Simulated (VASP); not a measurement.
Set up this calculation in VASP 6.6.1, as the native input.

- Task: single point
- Functional: PBE
- Potentials or basis: VASP PAW PBE potentials, release 64 (Li_sv, F)
- Cutoff: 520 eV
- k mesh: 4 × 4 × 6
- Occupations: gaussian, width 0.1 eV
- Spin: no spin polarisation
- Dipole correction: no
- Further INCAR settings: ALGO = Normal; EDIFF = 1e-06; NBANDS = 30

The structure of LiF lies in POSCAR:

```
LiF
1.0
    5.2619233100      0.0000000000      0.0000000000
    0.0000000000      5.2619233100      0.0000000000
    0.0000000000      0.0000000000      2.5686382700
Li F
4 4
Direct
    0.6685928000      0.6529926100      0.6710527500
    0.3314072000      0.3470073900      0.1710527500
    0.3470073900      0.6685928000      0.4210527500
    0.6529926100      0.3314072000      0.9210527500
    0.8890363700      0.5504482200      0.1704406200
    0.1109636300      0.4495517800      0.6704406200
    0.4495517800      0.8890363700      0.9204406200
    0.5504482200      0.1109636300      0.4204406200
```

These files were run (other wordings do the same):

INCAR

```
SYSTEM = LiF
PREC = Accurate
ENCUT = 520
EDIFF = 1E-6
ISMEAR = 0
SIGMA = 0.1
LREAL = .FALSE.
LASPH = .TRUE.
NELM = 60
ALGO = Normal
ISIF = 2
LWAVE = .FALSE.
LCHARG = .FALSE.
GGA = PE
NBANDS = 30
```

KPOINTS

```
Automatic mesh
0
G
  4 4 6
  0 0 0
```

Potentials or basis: VASP PAW PBE potentials, release 64 (Li_sv, F).

Run with:

```console
$ cat potpaw_PBE.64/Li_sv/POTCAR potpaw_PBE.64/F/POTCAR > POTCAR
$ mpirun -np 1 vasp_std > vasp.out
```

It gave:

```json
{"Largest force": "10.353 eV/Å", "Band gap on the k mesh": "1.64 eV, indirect (least direct gap 1.78 eV)"}
```

Caveat: forces of over 1 eV/Å act on the atoms, so gaps and moduli don't describe the material at rest.

Run time: 44 s on 1 thread of Intel(R) Xeon(R) Platinum 8488C (Sapphire Rapids), on a shared host, peak memory 0.18 GiB.
